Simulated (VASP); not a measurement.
## LiNbO3: single point with PBE

The system is LiNbO3.

```xyz
10
Lattice="2.5950 1.4982 4.6718 -2.5950 1.4982 4.6718 0.0000 -2.9964 4.6718" Properties=species:S:1:pos:R:3 pbc="T T T"
Li    0.0000    0.0000    4.2265
Li    0.0000    0.0000   11.2342
Nb    0.0000    0.0000    0.2849
Nb    0.0000    0.0000    7.2927
O    -0.6421   -1.4587    5.8366
O     1.5843    0.1732    5.8366
O    -0.9422    1.2854    5.8366
O    -1.6528   -0.2128    8.1725
O     0.6421    1.5378    8.1725
O     1.0107   -1.3250    8.1725
```

| Item | Value |
| --- | --- |
| Program | VASP 6.6.1 |
| Task | single point |
| Functional | PBE |
| Potentials or basis | VASP PAW PBE potentials, release 64 (Li_sv, Nb_sv, O) |
| Cutoff | 520 eV |
| k mesh | 4 × 4 × 4 |
| Occupations | gaussian, width 0.01 eV |
| Spin | no spin polarisation |
| Dipole correction | no |
| Further INCAR settings | ALGO = Normal; EDIFF = 1e-06; NBANDS = 45 |

The largest force is 0.025 eV/Å and the band gap on the k mesh is 3.55 eV, indirect (least direct gap 3.58 eV).

Forces on the atoms (eV/Å):
```
Li   0.000  0.000  0.002
Li   0.000  0.000  0.002
Nb   0.000  0.000 -0.025
Nb   0.000  0.000 -0.025
O    0.008  0.002  0.008
O   -0.005  0.006  0.008
O   -0.003 -0.007  0.008
O    0.003 -0.007  0.008
O   -0.008  0.002  0.008
O    0.005  0.006  0.008
```

Levels at points of the mesh, in eV from the valence-band top:
```
           k point  band 31  band 32  band 33  band 34  band 35  band 36  band 37  band 38
(0.00, 0.00, 0.00)    -0.70    -0.50     0.00     0.00     3.58     3.58     4.03     5.07
(0.50, 0.00, 0.00)    -0.30    -0.30    -0.21    -0.21     3.83     3.83     4.64     4.64
(0.50, 0.50, 0.00)    -0.68    -0.67    -0.50    -0.19     3.66     4.09     4.53     4.58
(0.50, 0.50, 0.50)    -0.31    -0.31    -0.31    -0.31     4.55     4.55     4.76     4.76
```

Run time: 84 s on 1 thread of Intel(R) Xeon(R) Platinum 8488C (Sapphire Rapids), on a shared host, peak memory 0.27 GiB.

 A k mesh can miss the band edges.
